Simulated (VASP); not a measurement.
Wanted: the native input for a VASP 6.6.1 run.

| Property | Result |
| --- | --- |
| Task | single point |
| Functional | PBE |
| Potentials or basis | VASP PAW PBE potentials, release 64 (Ta_pv, O) |
| Cutoff | 520 eV |
| k mesh | 9 × 9 × 4 |
| Occupations | gaussian, width 0.1 eV |
| Spin | no spin polarisation |
| Dipole correction | no |
| Further INCAR settings | ALGO = Normal; EDIFF = 1e-06; NBANDS = 16 |

The structure of TaO lies in POSCAR:

```
TaO
1.0
    3.0472832248      0.0000000035      0.0000000000
   -1.5236416154      2.6390246834      0.0000000000
    0.0000000000      0.0000000000      3.8549362674
Ta O
1 1
Direct
    0.0000000000      0.0000000000      0.5000000000
    0.0000000000      0.0000000000      0.0000000000
```

The input as run:

INCAR

```
SYSTEM = TaO
PREC = Accurate ; ENCUT = 520
EDIFF = 1E-6 ; ISMEAR = 0
SIGMA = 0.1 ; LREAL = .False.
LASPH = .True. ; NELM = 100
ALGO = Normal ; ISIF = 2
LWAVE = .False. ; LCHARG = .True.
GGA = PE ; LELF = .True.
LVHAR = .True. ; NBANDS = 16
```

KPOINTS

```
Automatic mesh
0
Gamma
  9 9 4
  0 0 0
```

Potentials or basis: VASP PAW PBE potentials, release 64 (Ta_pv, O).

Command:

```sh
$ cat potpaw_PBE.64/Ta_pv/POTCAR potpaw_PBE.64/O/POTCAR > POTCAR
$ mpirun -np 1 vasp_std > vasp.out
```

Results of the run:

```json
{
  "Pressure": "0.4 GPa"
}
```

Caveat: the k points lie up to 0.41 Å⁻¹ apart; an odd number of electrons without spin polarisation forces a metal; a magnetic or distorted state may lie lower.

It took 11 s on 1 thread of AMD EPYC 7R13 Processor (Zen 3) (shared host), peak memory 0.12 GiB.
